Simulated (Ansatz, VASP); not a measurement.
## TaN: VASP beside Ansatz

The input INCAR:

```
SYSTEM = TaN
ALGO = Fast
EDIFF = 1E-6
ENCUT = 520
GGA = CA
ISIF = 2
ISMEAR = 0
LASPH = .TRUE.
LCHARG = .FALSE.
LREAL = .FALSE.
LWAVE = .FALSE.
NBANDS = 42
NELM = 100
PREC = Accurate
SIGMA = 0.15
```

Contents of KPOINTS:

```
k-points
0
G
  14 14 4
  0 0 0
```

The input POSCAR:

```
TaN
1.0
   -3.1035877079      0.0000000000      0.0000000000
   -1.5517938539     -2.6877857979      0.0000000000
   -0.6465807725     -1.1199107491     12.0200957435
Ta N
4 4
Direct
    0.3333333333     -0.0494271473      0.9186251535
    0.3333333333      0.1589061860      0.4186251535
    0.6666666667      0.5964061860      0.1686251535
    0.6666666667      0.3880728527      0.6686251535
    0.3333333333      0.2994271473      0.0813748465
    0.3333333333      0.0910938140      0.5813748465
    0.6666666667      0.5285938140      0.3313748465
    0.6666666667      0.3202604806      0.8313748465
```

Input for Ansatz:

```yaml
crystal:
  lattice:
    - [-3.1035877079, 0.0, 0.0]
    - [-1.5517938539, -2.6877857979, 0.0]
    - [-0.6465807725, -1.1199107491, 12.0200957435]
  atoms:
    - { symbol: Ta, position: [0.3333333333, -0.0494271473, 0.9186251535] }
    - { symbol: Ta, position: [0.3333333333, 0.158906186, 0.4186251535] }
    - { symbol: Ta, position: [0.6666666667, 0.596406186, 0.1686251535] }
    - { symbol: Ta, position: [0.6666666667, 0.3880728527, 0.6686251535] }
    - { symbol: "N", position: [0.3333333333, 0.2994271473, 0.0813748465] }
    - { symbol: "N", position: [0.3333333333, 0.091093814, 0.5813748465] }
    - { symbol: "N", position: [0.6666666667, 0.528593814, 0.3313748465] }
    - { symbol: "N", position: [0.6666666667, 0.3202604806, 0.8313748465] }
basis:
  ecutwfc: 520.0
kpoints:
  mp_grid: { grid: [14, 14, 4] }
hamiltonian:
  xc: lda
scf:
  occupations: { method: gaussian, width: 0.15 }
output:
  forces: true
  stress: true
  eigenvalues: true
```

Alike in both runs: task single point; functional LDA; k mesh 14 × 14 × 4; occupations gaussian, width 0.15 eV; no spin polarisation.

|  | VASP | Ansatz |
| --- | --- | --- |
| version | VASP 6.6.1 | Ansatz 0.2.0 |
| potentials or method | VASP PAW LDA potentials, release 64 (Ta_pv, N), cutoff 520 eV | scalar-relativistic, plane waves, PAW |
| valence electrons in the cell | 64 | 72 |

```csv
,VASP,Ansatz,Ansatz less VASP
gap on the k mesh at the Fermi level (eV),none,none,-
pressure (GPa),-3.0,-4.4,-1.41
"traceless stress, the component that is largest in VASP (GPa)",-2.09,-2.11,-0.021
rms of the force components (eV/Å),0.659,0.644,-0.0153
```

LDA's correlation is that of Perdew and Zunger in VASP and of Perdew and Wang (1992) in Ansatz. Atom by atom the forces differ by 0.020 eV/Å (rms over components). A gap of «none» marks a metal or a gap that the smearing closes. VASP's potentials hold 64 valence electrons a cell and Ansatz's 72, so a difference there can come from the potentials and not from the codes.

Neither program's run includes spin-orbit coupling.
